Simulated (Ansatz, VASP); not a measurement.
**Ti3Al5 in VASP and in Ansatz**

```xyz
8
Lattice="4.0932 0.0000 0.0000 0.0000 4.0932 0.0000 0.0000 0.0000 8.1168" Properties=species:S:1:pos:R:3 pbc="T T T"
Ti    0.0000    0.0000    4.0584
Ti    2.0466    2.0466    0.0000
Ti    2.0466    2.0466    4.0584
Al    0.0000    2.0466    2.0400
Al    0.0000    2.0466    6.0768
Al    2.0466    0.0000    2.0400
Al    2.0466    0.0000    6.0768
Al    0.0000    0.0000    0.0000
```

Change from the starting cell: strain +0.050 along x and y, -0.025 along z, atoms carried along.

Alike in both runs: task single point; functional r2SCAN; k mesh 10 × 10 × 6; occupations gaussian, width 0.15 eV; no spin polarisation.

|  | VASP | Ansatz |
| --- | --- | --- |
| version | VASP 6.6.1 | Ansatz 0.2.0 |
| potentials or method | VASP PAW PBE potentials, release 64 (Ti_sv, Al), cutoff 520 eV | scalar-relativistic, plane waves, PAW |
| valence electrons in the cell | 51 | 51 |

```tsv
	VASP	Ansatz	Ansatz less VASP
gap on the k mesh at the Fermi level (eV)	none	none	-
pressure (GPa)	-7.2	-7.2	0.00
traceless stress, the component that is largest in VASP (GPa)	4.87	4.88	+0.005
rms of the force components (eV/Å)	0.046	0.051	+0.0045
```

VASP's potentials were made for PBE, not for r2SCAN. Atom by atom the forces differ by 0.004 eV/Å (rms over components). A gap of «none» marks a metal or a gap that the smearing closes.
